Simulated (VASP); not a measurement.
Wanted: the native input for a VASP 6.6.1 run.

```
Task                   : single point
Functional             : PBEsol
Potentials or basis    : VASP PAW PBE potentials, release 64 (Si, F)
Cutoff                 : 520 eV
k mesh                 : 1 × 1 × 1
Occupations            : gaussian, width 0.005 eV
Spin                   : no spin polarisation
Dipole correction      : no
Further INCAR settings : ALGO = Normal; EDIFF = 1e-06; NBANDS = 16; ISYM = 0
```

The structure of SiF2 lies in POSCAR:

```
SiF2
1.0
   15.0000000000      0.0000000000      0.0000000000
    0.0000000000     15.5000000000      0.0000000000
    0.0000000000      0.0000000000     16.0000000000
Si F
1 2
Direct
    0.4994318257      0.4993817044      0.4573446562
    0.5830556977      0.5013688777      0.5203444568
    0.4175124766      0.4992494178      0.5223108869
```

One way to write it, as run:

INCAR

```
  PREC = Accurate
  ENCUT = 520
  EDIFF = 1E-6
  ISMEAR = 0
  SIGMA = 0.005
  LREAL = F
  LASPH = T
  NELM = 80
  ALGO = Normal
  ISIF = 2
  LWAVE = F
  LCHARG = F
  GGA = PS
  NBANDS = 16
  ISYM = 0
```

KPOINTS

```
regular mesh
0
Gamma
  1 1 1
```

Potentials or basis: VASP PAW PBE potentials, release 64 (Si, F).

Launch:

```bash
$ cat potpaw_PBE.64/Si/POTCAR potpaw_PBE.64/F/POTCAR > POTCAR
$ mpirun -np 1 vasp_gam > vasp.out
```

It gave:

| Property | Result |
| --- | --- |
| Largest force | 0.342 eV/Å |
| Gap between the frontier levels | 4.12 eV |

Caveat: the PAW data sets were made with another functional, which shifts forces and pressure a little.

It took 4.9 min on 1 thread of Intel(R) Xeon(R) Platinum 8488C (Sapphire Rapids), on a shared host, peak memory 2.2 GiB.
